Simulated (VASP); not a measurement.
Here is a VASP 6.6.1 calculation.

The input INCAR:

```
PREC = Accurate ; ENCUT = 520
EDIFF = 1E-6 ; ISMEAR = 0
SIGMA = 0.1 ; LREAL = False
LASPH = True ; NELM = 80
ALGO = Fast ; ISIF = 2
LWAVE = False ; LCHARG = False
GGA = PE ; NBANDS = 36
```

File KPOINTS:

```
regular mesh
0
Gamma
  6 6 4
```

The input POSCAR:

```
Ru
1.0
    3.7288211039      0.0000000000      0.0000000000
   -1.8644105520      3.2292538021      0.0000000000
    0.0000000000      0.0000000000      5.3747688362
Ru
4
Direct
    0.0000000000      0.0000000000      0.5000000000
    0.0000000000      0.0000000000      0.0000000000
    0.3333333333      0.6666666667      0.7500000000
    0.6666666667      0.3333333333      0.2500000000
```

Potentials or basis: VASP PAW PBE potentials, release 64 (Ru_pv).

Run with:

```bash
$ cat potpaw_PBE.64/Ru_pv/POTCAR > POTCAR
$ mpirun -np 1 vasp_std > vasp.out
```

What does it give for the band gap on the k mesh?

Zero (bands 28 and 29 overlap by 0.69 eV).

Predict the pressure.

0.3 GPa.

Stress tensor (GPa, compression positive):
```
 0.39  0.00  0.00
 0.00  0.39  0.00
 0.00  0.00 -0.02
```
